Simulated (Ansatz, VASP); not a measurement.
**One calculation of AlN, two programs**

INCAR

```
SYSTEM = AlN
PREC     = Accurate       ! precision mode
ENCUT    = 600            ! plane-wave cutoff, eV
EDIFF    = 1E-6           ! SCF threshold, eV
ISMEAR   = 0              ! smearing method
SIGMA    = 0.02           ! smearing width, eV
LREAL    = .FALSE.        ! projectors in reciprocal space
LASPH    = .TRUE.         ! aspherical terms in the spheres
NELM     = 120            ! most SCF steps
ALGO     = Normal         ! electronic algorithm
ISIF     = 2              ! what is computed and relaxed
LWAVE    = .FALSE.        ! write WAVECAR
LCHARG   = .FALSE.        ! write CHGCAR
NBANDS   = 11             ! bands
GGA_COMPAT= .FALSE.
```

The input KPOINTS:

```
Automatic mesh
0
G
  10 10 10
  0 0 0
```

POSCAR

```
AlN
1.0
    0.0000000000      1.9852037835      1.9852037835
    1.9852037835      0.0000000000      1.9852037835
    1.9852037835      1.9852037835      0.0000000000
Al N
1 1
Direct
    0.5000000000      0.5000000000      0.5000000000
    0.0000000000      0.0000000000      0.0000000000
```

Input for Ansatz:

```yaml
crystal:
  lattice:
    - [0.0, 1.9852037835, 1.9852037835]
    - [1.9852037835, 0.0, 1.9852037835]
    - [1.9852037835, 1.9852037835, 0.0]
  atoms:
    - { symbol: Al, position: [0.5, 0.5, 0.5] }
    - { symbol: "N", position: [0.0, 0.0, 0.0] }
basis:
  ecutwfc: 420
kpoints:
  mp_grid: { grid: [10, 10, 10] }
hamiltonian:
  xc: lda
  pseudopotentials: { kind: paw }
scf:
  occupations: { method: gaussian, width: 0.02 }
output:
  forces: true
  stress: true
  eigenvalues: true
```

Alike in both runs: task single point; functional LDA; k mesh 10 × 10 × 10; occupations gaussian, width 0.02 eV; no spin polarisation.

|  | VASP | Ansatz |
| --- | --- | --- |
| version | VASP 6.6.1 | Ansatz 0.2.0 |
| potentials or method | VASP PAW LDA potentials, release 64 (Al, N), cutoff 600 eV | scalar-relativistic, plane waves, PAW |
| valence electrons in the cell | 8 | 8 |

```tsv
	VASP	Ansatz	Ansatz less VASP
gap on the k mesh at the Fermi level (eV)	5.00	5.01	+0.015
least direct gap on the mesh (eV)	6.58	6.56	-0.022
pressure (GPa)	9.6	9.0	-0.62
```

LDA's correlation is that of Perdew and Zunger in VASP and of Perdew and Wang (1992) in Ansatz.
